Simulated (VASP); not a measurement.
# Ti2Co (Fd-3m) in VASP: electric field gradients with LDA

Aim: the electric field gradients of Ti2Co with LDA.

Everything below comes from runs of VASP 6.6.1. Logs are shortened: lines on timing, memory, paths and dates and some standing lists are left out, and cuts for length are marked.

## Step 1: The cell of the first run

Symmetry: Fd-3m, No. 227, cubic system. Conventional cell: a = 6.869 Å, b = 6.869 Å, c = 6.869 Å, α = 90.00°, β = 90.00°, γ = 90.00°. Ti (site symmetry -3m) has 6 Ti at 2.43 Å and 6 Co at 2.85 Å within 3.2 Å. Co (site symmetry -43m) has 12 Ti at 2.85 Å and 4 Co at 2.97 Å within 3.8 Å.

## Step 2: Electric field gradients, LDA, collinear spin, ferromagnetic start

File INCAR:

```
SYSTEM = Ti2Co
PREC     = Accurate       ! precision mode
ENCUT    = 520            ! plane-wave cutoff, eV
EDIFF    = 1E-8           ! SCF threshold, eV
ISMEAR   = 0              ! smearing method
SIGMA    = 0.2            ! smearing width, eV
LREAL    = .FALSE.        ! projectors in reciprocal space
LASPH    = .TRUE.         ! aspherical terms in the spheres
NELM     = 150            ! most SCF steps
ALGO     = Normal         ! electronic algorithm
ISIF     = 2              ! what is computed and relaxed
LWAVE    = .FALSE.        ! write WAVECAR
LCHARG   = .FALSE.        ! write CHGCAR
ISPIN    = 2              ! spin polarisation
MAGMOM   = 0 0 0 0 0.58 0.58 ! initial moments
LORBIT   = 11             ! projections on sites
LMAXMIX  = 4              ! l up to which the mixer works
LEFG     = .TRUE.       
NBANDS   = 46             ! bands
```

File KPOINTS:

```
Automatic mesh
0
G
  10 10 10
  0 0 0
```

File POSCAR:

```
Ti2Co
1.0
    0.0000000000      3.4342545470      3.4342545470
    3.4342545470      0.0000000000      3.4342545470
    3.4342545470      3.4342545470      0.0000000000
Ti Co
4 2
Direct
    0.1250000000      0.1250000000      0.1250000000
    0.6250000000      0.1250000000      0.1250000000
    0.1250000000      0.1250000000      0.6250000000
    0.1250000000      0.6250000000      0.1250000000
    0.5000000000      0.5000000000      0.5000000000
    0.7500000000      0.7500000000      0.7500000000
```

Potentials or basis: VASP PAW LDA potentials, release 64 (Ti_sv, Co).

Run with:

```sh
$ cat potpaw_LDA.64/Ti_sv/POTCAR potpaw_LDA.64/Co/POTCAR > POTCAR
$ mpirun -np 1 vasp_std > vasp.out
```

OUTCAR:

```text
SYSTEM = Ti2Co
   PREC = Accurate
   ENCUT = 520
   EDIFF = 1E-8
   ISMEAR = 0
   LREAL = .FALSE.
   LASPH = .TRUE.
   NELM = 150
   ISIF = 2
   ISPIN = 2
   LORBIT = 11

 ion  position               nearest neighbor table
   1  0.125  0.125  0.125-   2 2.43   3 2.43   4 2.43   3 2.43   4 2.43   2 2.43   6 2.85   5 2.85
                             6 2.85   5 2.85   6 2.85   5 2.85
   2  0.625  0.125  0.125-   1 2.43   3 2.43   4 2.43   1 2.43   3 2.43   4 2.43   6 2.85   5 2.85
                             5 2.85   6 2.85   5 2.85   6 2.85
   3  0.125  0.125  0.625-   1 2.43   1 2.43   2 2.43   4 2.43   4 2.43   2 2.43   6 2.85   5 2.85
                             6 2.85   5 2.85   6 2.85   5 2.85
   4  0.125  0.625  0.125-   1 2.43   3 2.43   1 2.43   2 2.43   3 2.43   2 2.43   6 2.85   5 2.85
                             6 2.85   5 2.85   6 2.85   5 2.85
   5  0.500  0.500  0.500-   2 2.85   3 2.85   4 2.85   1 2.85   1 2.85   1 2.85   4 2.85   2 2.85
                             4 2.85   3 2.85   2 2.85   3 2.85   6 2.97   6 2.97   6 2.97   6 2.97
   6  0.750  0.750  0.750-   2 2.85   3 2.85   4 2.85   1 2.85   1 2.85   1 2.85   2 2.85   2 2.85
                             3 2.85   4 2.85   3 2.85   4 2.85   5 2.97   5 2.97   5 2.97   5 2.97

  LATTYP: Found a face centered cubic cell.
 ALAT       =     6.8685090940

  Lattice vectors:

 A1 = (   0.0000000000,   3.4342545470,   3.4342545470)
 A2 = (   3.4342545470,   0.0000000000,   3.4342545470)
 A3 = (   3.4342545470,   3.4342545470,   0.0000000000)

Analysis of symmetry for initial positions (statically):
=====================================================================
 Subroutine PRICEL returns:
 Original cell was already a primitive cell.

 Routine SETGRP: Setting up the symmetry group for a
 face centered cubic supercell.

 Subroutine GETGRP returns: Found 48 space group operations
 (whereof 24 operations were pure point group operations)
 out of a pool of 48 trial point group operations.

The static configuration has the point symmetry T_d .
 The point group associated with its full space group is O_h .

Analysis of symmetry for dynamics (positions and initial velocities):
=====================================================================
 Subroutine PRICEL returns:
 Original cell was already a primitive cell.

 Routine SETGRP: Setting up the symmetry group for a
 face centered cubic supercell.

[... 2506 lines left out ...]

 VOLUME and BASIS-vectors are now :
 -----------------------------------------------------------------------------
  energy-cutoff  :      520.00
  volume of cell :       81.01
      direct lattice vectors                 reciprocal lattice vectors
     0.000000000  3.434254547  3.434254547    -0.145592003  0.145592003  0.145592003
     3.434254547  0.000000000  3.434254547     0.145592003 -0.145592003  0.145592003
     3.434254547  3.434254547  0.000000000     0.145592003  0.145592003 -0.145592003

 POSITION                                       TOTAL-FORCE (eV/Angst)
 -----------------------------------------------------------------------------------
      0.85856      0.85856      0.85856        -0.000000      0.000000      0.000000
      0.85856      2.57569      2.57569        -0.000000      0.000000      0.000000
      2.57569      2.57569      0.85856        -0.000000      0.000000      0.000000
      2.57569      0.85856      2.57569        -0.000000      0.000000      0.000000
      3.43425      3.43425      3.43425        -0.000000     -0.000000     -0.000000
      5.15138      5.15138      5.15138         0.000000      0.000000      0.000000
 -----------------------------------------------------------------------------------
    total drift:                                0.000000      0.000000      0.000000

  FREE ENERGIE OF THE ION-ELECTRON SYSTEM (eV)
  ---------------------------------------------------
  free  energy   TOTEN  =       -48.2341996861 eV

  energy  without entropy=      -48.0233484830  energy(sigma->0) =      -48.12877408

 Electric field gradients (V/A^2)
---------------------------------------------------------------------
 ion       V_xx      V_yy      V_zz      V_xy      V_xz      V_yz
---------------------------------------------------------------------
   1      -0.000    -0.000     0.000    30.562    30.562    30.562
   2      -0.000     0.000     0.000   -30.564   -30.564    30.562
   3       0.000     0.000    -0.000    30.562   -30.564   -30.564
   4       0.000    -0.000     0.000   -30.564    30.562   -30.564
   5      -0.000    -0.000    -0.000    -0.002    -0.002    -0.002
   6      -0.000    -0.000    -0.000    -0.002    -0.002    -0.002
---------------------------------------------------------------------

 Electric field gradients after diagonalization (V/A^2)
 (convention: |V_zz| > |V_xx| > |V_yy|)
----------------------------------------------------------------------
 ion       V_xx      V_yy      V_zz     asymmetry (V_yy - V_xx)/ V_zz
----------------------------------------------------------------------
   1     -30.562   -30.562    61.125       0.000
   2     -30.564   -30.562    61.126       0.000
   3     -30.564   -30.562    61.126       0.000
   4     -30.564   -30.562    61.126       0.000
   5       0.002     0.002    -0.004       0.000
   6       0.002     0.002    -0.004       0.000
----------------------------------------------------------------------

           NMR quadrupolar parameters

 Cq : quadrupolar parameter    Cq=e*Q*V_zz/h
 eta: asymmetry parameters     (V_yy - V_xx)/ V_zz
 Q  : nuclear electric quadrupole moment in mb (millibarn)
----------------------------------------------------------------------
 ion       Cq(MHz)       eta       Q (mb)
----------------------------------------------------------------------
   1       0.148       0.000       1.000
   2       0.148       0.000       1.000
   3       0.148       0.000       1.000
   4       0.148       0.000       1.000
   5      -0.000       0.000       1.000
   6      -0.000       0.000       1.000
----------------------------------------------------------------------

 total charge

# of ion       s       p       d       tot
------------------------------------------
    1        2.294   6.136   2.266  10.696
    2        2.294   6.136   2.266  10.696
    3        2.294   6.136   2.266  10.696
    4        2.294   6.136   2.266  10.696
    5        0.435   0.409   7.216   8.060
    6        0.435   0.409   7.216   8.060
--------------------------------------------------
tot         10.045  25.363  23.497  58.905

 magnetization (x)

# of ion       s       p       d       tot
------------------------------------------
    1       -0.000  -0.002   0.013   0.010
    2       -0.000  -0.002   0.013   0.010
    3       -0.000  -0.002   0.013   0.010
    4       -0.000  -0.002   0.013   0.010
    5        0.002  -0.001   0.296   0.296
    6        0.002  -0.001   0.296   0.296
--------------------------------------------------
tot          0.002  -0.012   0.645   0.635
```

Run time: 8.5 min. Hardware: 1 thread of Intel Xeon Platinum 8488C (Sapphire Rapids), shared host; peak memory 0.36 GiB.

Results:

* Free energy: -48.2342 eV
* Pressure: 0.0 GPa
* Net moment: 0.61 μB per cell
* Site moments: Ti +0.01; Co +0.30 μB
* Largest electric field gradient by atom: Ti +61.1; Co -0.0 V/Å²
* Valence electrons inside the program's atomic spheres: Ti 10.70; Co 8.06

Levels at points of the mesh, in eV from the Fermi level:
Spin up:
```tsv
k point	band 31	band 32	band 33	band 34	band 35	band 36	band 37	band 38
(0.00, 0.00, 0.00)	-1.03	-0.03	-0.03	-0.03	0.00	0.00	3.72	3.72
(0.50, 0.00, 0.00)	-0.48	-0.48	-0.08	-0.08	0.95	0.95	0.97	1.53
(0.50, 0.50, 0.00)	-0.44	-0.44	0.29	0.29	0.58	0.58	1.48	1.48
```
Spin down:
```
           k point  band 30  band 31  band 32  band 33  band 34  band 35  band 36  band 37
(0.00, 0.00, 0.00)    -0.85    -0.85     0.12     0.12     0.12     0.13     0.13     3.72
(0.50, 0.00, 0.00)    -0.42    -0.42    -0.25    -0.06    -0.06     0.99     1.09     1.09
(0.50, 0.50, 0.00)    -0.57    -0.21    -0.21     0.34     0.34     0.74     0.74     1.51
```

Electric field gradients, principal values (V/Å²):
```
atom    least   middle  greatest (by size)
1 Ti  -30.562  -30.562              61.125
2 Ti  -30.562  -30.564              61.126
3 Ti  -30.562  -30.564              61.126
4 Ti  -30.562  -30.564              61.126
5 Co    0.002    0.002              -0.004
6 Co    0.002    0.002              -0.004
```

Caveat: without QUAD_EFG the Cq values of the log hold for a quadrupole moment of 1 mb, not for the nuclei.
